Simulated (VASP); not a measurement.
# SnO (Romarchite) (P4/nmm) in VASP: settings compared, part 2 of 2

VASP 6.6.1. Earlier steps stand in the parts before.

### Step 3. Relaxation of cell and atoms, PBE+D3(BJ)

This run uses another cell than the first one, of 17.46 Å³/atom, 1.021 times its volume.

Contents of INCAR:

```
SYSTEM = SnO
PREC = Accurate
ENCUT = 600
EDIFF = 1E-7
ISMEAR = -1
SIGMA = 0.02
LREAL = .False.
LASPH = .True.
NELM = 80
ALGO = Normal
ISIF = 3
LWAVE = .False.
LCHARG = .False.
GGA = PE
IVDW = 12
IBRION = 2
NSW = 80
EDIFFG = -0.005
```

Contents of KPOINTS:

```
regular mesh
0
Gamma
  6 6 6
  0 0 0
```

Contents of POSCAR:

```
SnO
1.0
    3.7986000000      0.0000000000      0.0000000000
    0.0000000000      3.7986000000      0.0000000000
    0.0000000000      0.0000000000      4.8408000000
Sn O
2 2
Direct
    0.5000000000      0.0000000000      0.2369000000
    0.0000000000      0.5000000000      0.7631000000
    0.0000000000      0.0000000000      0.0000000000
    0.5000000000      0.5000000000      0.0000000000
```

Potentials or basis: VASP PAW PBE potentials, release 64 (Sn_d, O).

The run is started by

```bash
> cat potpaw_PBE.64/Sn_d/POTCAR potpaw_PBE.64/O/POTCAR > POTCAR
> mpirun -np 1 vasp_std > vasp.out
```

OUTCAR:

```text
SYSTEM = SnO
   PREC = Accurate
   ENCUT = 600
   EDIFF = 1E-7
   ISMEAR = -1
   LREAL = .False.
   LASPH = .True.
   NELM = 80
   ISIF = 3
   GGA = PE
   IVDW = 12
   IBRION = 2
   NSW = 80
   EDIFFG = -0.005
 IVDW          = 12

 ion  position               nearest neighbor table
   1  0.500  0.000  0.237-   3 2.22   4 2.22   4 2.22   3 2.22   2 3.53   2 3.53   2 3.53   2 3.53
                             2 3.70   2 3.70   2 3.70   2 3.70
   2  0.000  0.500  0.763-   3 2.22   4 2.22   3 2.22   4 2.22   1 3.53   1 3.53   1 3.53   1 3.53
                             1 3.70   1 3.70   1 3.70   1 3.70
   3  0.000  0.000  0.000-   1 2.22   2 2.22   2 2.22   1 2.22
   4  0.500  0.500  0.000-   1 2.22   2 2.22   1 2.22   2 2.22

  LATTYP: Found a simple tetragonal cell.
 ALAT       =     3.7986000000
 C/A-ratio  =     1.2743642395

  Lattice vectors:

 A1 = (   3.7986000000,   0.0000000000,   0.0000000000)
[... 311 lines left out ...]
 number of electron      40.0000018 magnetization

------------------------ aborting loop because EDIFF is reached ----------------------------------------
[... 79 lines left out ...]
--------------------------------------- Ionic step       14  -------------------------------------------

 number of electron      40.0000017 magnetization

 Free energy of the ion-electron system (eV)
  ---------------------------------------------------
  ext. energy  EPLUGINS =         0.00000000
  ---------------------------------------------------
  free energy    TOTEN  =       -22.68690912 eV

  energy without entropy =      -22.68636756  energy(sigma->0) =      -22.68663834

 E-fermi :   7.1224     XC(G=0): -10.3219

 val. band max:        7.1063895993   @ k =   0.5000   0.5000   0.0000
 cond. band min:       7.1740892593   @ k =   0.0000   0.0000   0.0000
 fundamental gap:      0.0676996600
 Fermi energy:         7.1223817560

 k-point     1 :       0.0000    0.0000    0.0000
  band No.  band energies     occupation
      1     -14.7597      2.00000
      2     -14.3741      2.00000
      3     -14.3741      2.00000
      4     -14.3630      2.00000
      5     -14.3343      2.00000
      6     -14.3267      2.00000
[... 637 lines left out ...]
     23      12.5304      0.00000
     24      12.5304      0.00000

 [... further k-points ...]

------------------------ aborting loop because EDIFF is reached ----------------------------------------

 Edisp (eV)   -0.94634

 E8    (eV) :    -0.4106
[... 27 lines left out ...]
  FREE ENERGIE OF THE ION-ELECTRON SYSTEM (eV)
  ---------------------------------------------------
  free  energy   TOTEN  =       -23.6332475319 eV

  energy  without entropy=      -23.6327059670  energy(sigma->0) =      -23.63297675

 reached required accuracy - stopping structural energy minimisation
```

CONTCAR:

```text
SnO
   1.00000000000000
     3.8340998900916343    0.0000000000000000    0.0000000000000000
     0.0000000000000000    3.8340998900916343   -0.0000000000000000
     0.0000000000000000    0.0000000000000000    4.7328305677964195
  Sn              O
     2     2
Direct
     0.5000000000000000    0.0000000000000000    0.2458571351793447
     0.0000000000000000    0.5000000000000000    0.7541428648206555
     1.0000000000000000    1.0000000000000000    0.0000000000000000
     0.5000000000000000    0.5000000000000000    0.0000000000000000

  0.00000000E+00  0.00000000E+00  0.00000000E+00
  0.00000000E+00  0.00000000E+00  0.00000000E+00
  0.00000000E+00  0.00000000E+00  0.00000000E+00
  0.00000000E+00  0.00000000E+00  0.00000000E+00
```

Run time: 8.1 min. Hardware: 1 thread of Intel Xeon 6975P-C (Granite Rapids), shared host; peak memory 0.24 GiB.

What came out:

| Item | Value |
| --- | --- |
| Free energy | -23.6332 eV |
| Relaxed volume | 17.39 Å³/atom |
| Relaxed cell | a = 3.834 Å, b = 3.834 Å, c = 4.733 Å, α = 90.00°, β = 90.00°, γ = 90.00° |
| Space group after relaxing (to 0.05 Å) | P4/nmm (No. 129) |
| Energy gained by relaxing | 7.0 meV/atom |
| Ionic steps | 14 |
| Pressure after relaxing | 0.0 GPa |
| Band gap on the k mesh | zero (band 20 reaches 7.17 eV, above the bottom of band 21 at 7.11 eV) |
| Dispersion energy per atom | -0.237 eV |

Step by step:
```csv
step,energy change (eV),largest force (eV/Å),pressure (GPa),volume (Å³)
1,0.0000,0.6002,2.84,69.85
2,0.0006,0.5029,-2.96,73.02
3,-0.0222,0.0336,-0.19,71.39
4,-0.0222,0.0446,-0.14,71.36
5,-0.0234,0.0527,-0.13,71.22
6,-0.0257,0.0766,-0.12,70.80
7,-0.0247,0.1199,-0.03,69.95
8,-0.0262,0.0960,-0.08,70.48
9,-0.0272,0.0169,-0.26,70.21
10,-0.0274,0.0378,-0.38,70.02
11,-0.0278,0.0020,0.07,69.44
12,-0.0278,0.0052,-0.01,69.55
13,-0.0278,0.0057,-0.02,69.56
14,-0.0278,0.0014,-0.01,69.57
```

Final structure:
```
CELL_PARAMETERS angstrom
3.83410 0.00000 0.00000
0.00000 3.83410 0.00000
0.00000 0.00000 4.73283
ATOMIC_POSITIONS crystal
Sn 0.50000 0.00000 0.24586
Sn 0.00000 0.50000 0.75414
O 0.00000 0.00000 0.00000
O 0.50000 0.50000 0.00000
```

Levels at points of the mesh, in eV from the Fermi level:
| k point | band 16 | band 17 | band 18 | band 19 | band 20 | band 21 | band 22 | band 23 | band 24 |
| --- | --- | --- | --- | --- | --- | --- | --- | --- | --- |
| (0.00, 0.00, 0.00) | -6.04 | -3.29 | -2.98 | -2.98 | 0.05 | 2.25 | 4.52 | 4.52 | 4.83 |
| (0.50, 0.00, 0.00) | -4.76 | -4.63 | -4.63 | -2.65 | -2.65 | 3.36 | 3.36 | 5.82 | 5.82 |
| (0.50, 0.50, 0.00) | -4.87 | -2.34 | -2.34 | -1.82 | -1.82 | -0.02 | -0.02 | 4.60 | 4.60 |
| (0.00, 0.00, 0.50) | -3.38 | -3.00 | -3.00 | -2.91 | -2.04 | 1.80 | 2.81 | 2.81 | 3.59 |
| (0.50, 0.00, 0.50) | -5.29 | -4.58 | -4.58 | -1.63 | -1.63 | 2.78 | 2.78 | 5.28 | 5.28 |
| (0.50, 0.50, 0.50) | -5.43 | -2.73 | -2.73 | -2.34 | -2.34 | 2.35 | 2.35 | 4.33 | 4.33 |

Caveat: spin-orbit coupling is left out, which moves the levels of the heavy elements; pairwise dispersion overbinds metals, which lowers pressure and volume.

### Step 4. Relaxation of cell and atoms, PBE+D4

This run uses another cell than the first one, of 17.51 Å³/atom, 1.023 times its volume.

Contents of INCAR:

```
ALGO = Normal ; EDIFF = 1E-6
EDIFFG = -0.005 ; ENCUT = 600
GGA = PE ; IBRION = 2
ISIF = 3 ; ISMEAR = -1
IVDW = 13 ; LASPH = T
LCHARG = F ; LREAL = F
LWAVE = F ; NELM = 80
NSW = 80 ; PREC = Accurate
SIGMA = 0.02
```

Contents of KPOINTS:

```
k-points
0
Gamma
  6 6 6
```

Contents of POSCAR:

```
SnO
1.0
    3.8352661195      0.0000000000      0.0000000000
    0.0000000000      3.8352661195      0.0000000000
    0.0000000000      0.0000000000      4.7605544001
Sn O
2 2
Direct
    0.5000000000      0.0000000000      0.2435793413
    0.0000000000      0.5000000000      0.7564206587
    0.0000000000      0.0000000000      0.0000000000
    0.5000000000      0.5000000000      0.0000000000
```

The run is started by

```bash
> cat potpaw_PBE.64/Sn_d/POTCAR potpaw_PBE.64/O/POTCAR > POTCAR
> mpirun -np 1 vasp_std > vasp.out
```

It took 5.5 min on 1 thread of Intel Xeon 6975P-C (Granite Rapids), shared host; peak memory 0.24 GiB.

Results (log left out):

| Item | Value |
| --- | --- |
| Free energy | -23.7877 eV |
| Relaxed volume | 17.29 Å³/atom |
| Relaxed cell | a = 3.830 Å, b = 3.830 Å, c = 4.714 Å, α = 90.00°, β = 90.00°, γ = 90.00° |
| Space group after relaxing (to 0.05 Å) | P4/nmm (No. 129) |
| Energy gained by relaxing | 0.3 meV/atom |
| Ionic steps | 17 |
| Pressure after relaxing | 0.0 GPa |
| Largest force after relaxing | 0.005 eV/Å |
| Band gap on the k mesh | zero (band 20 reaches 7.25 eV, above the bottom of band 21 at 7.14 eV) |
| Dispersion energy per atom | -0.277 eV |

Forces in eV/Å, atoms in the order of the input:
```
Sn   0.000  0.000 -0.005
Sn   0.000  0.000  0.005
O    0.000  0.000  0.000
O    0.000  0.000  0.000
```

Step by step:
```tsv
step	energy change (eV)	largest force (eV/Å)	pressure (GPa)	volume (Å³)
1	0.0000	0.0800	-0.02	70.02
2	-0.0004	0.0181	-0.23	70.01
3	-0.0004	0.0066	-0.30	70.00
4	-0.0007	0.0029	-0.21	69.82
5	-0.0010	0.0024	-0.08	69.58
6	-0.0009	0.0085	0.21	69.10
7	-0.0010	0.0066	0.08	69.34
8	-0.0012	0.0052	0.03	69.27
9	-0.0013	0.0282	-0.03	69.14
10	-0.0013	0.0238	-0.03	69.16
11	-0.0013	0.0045	0.06	69.11
12	-0.0013	0.0007	0.06	69.11
13	-0.0013	0.0024	0.05	69.12
14	-0.0013	0.0045	0.04	69.12
15	-0.0013	0.0012	0.03	69.12
16	-0.0013	0.0012	0.04	69.12
17	-0.0013	0.0046	-0.01	69.16
```

Final structure:
```yaml
crystal:
  lattice:
    - [3.83041, 0.00000, 0.00000]
    - [0.00000, 3.83041, 0.00000]
    - [0.00000, 0.00000, 4.71385]
  atoms:
    - { symbol: Sn, position: [0.50000, 0.00000, 0.24705] }
    - { symbol: Sn, position: [0.00000, 0.50000, 0.75295] }
    - { symbol: O, position: [0.00000, 0.00000, 0.00000] }
    - { symbol: O, position: [0.50000, 0.50000, 0.00000] }
```

Levels at points of the mesh, in eV from the Fermi level:
```
           k point  band 17  band 18  band 19  band 20  band 21  band 22  band 23  band 24
(0.00, 0.00, 0.00)    -3.29    -2.98    -2.98     0.07     2.29     4.51     4.51     4.90
(0.50, 0.00, 0.00)    -4.63    -4.63    -2.66    -2.66     3.40     3.40     5.83     5.83
(0.50, 0.50, 0.00)    -2.33    -2.33    -1.82    -1.82    -0.04    -0.04     4.61     4.61
(0.00, 0.00, 0.50)    -3.00    -3.00    -2.86    -2.04     1.82     2.79     2.79     3.60
(0.50, 0.00, 0.50)    -4.58    -4.58    -1.63    -1.63     2.81     2.81     5.28     5.28
(0.50, 0.50, 0.50)    -2.75    -2.75    -2.33    -2.33     2.35     2.35     4.39     4.39
```

Caveat: spin-orbit coupling is left out, which moves the levels of the heavy elements; pairwise dispersion overbinds metals, which lowers pressure and volume.

### Step 5. The runs side by side

```csv
task,level,cell,cutoff (eV),gap on the mesh (eV),pressure (GPa),relaxed volume (Å³/atom)
single point,r2SCAN,"a = 3.793, b = 3.793, c = 4.758 Å, 4 atoms",520,0.03,1.8,-
relaxation of cell and atoms,PBE+D3(BJ),"relaxed from a = 3.799, b = 3.799, c = 4.841 Å, 4 atoms",600,none,0.0,17.39
relaxation of cell and atoms,PBE+D4,"relaxed from a = 3.835, b = 3.835, c = 4.761 Å, 4 atoms",600,none,0.0,17.29
```

Alike in all rows: potentials or basis VASP PAW PBE potentials, release 64 (Sn_d, O); no spin polarisation; k mesh 6 × 6 × 6; smearing fermi-dirac 0.02 eV.

Caveats: spin-orbit coupling is left out, which moves the levels of the heavy elements; pairwise dispersion overbinds metals, which lowers pressure and volume (some runs); the PAW data sets were made with another functional, which shifts forces and pressure a little (some runs).

Absolute energies hang on the potentials; compare differences alone.
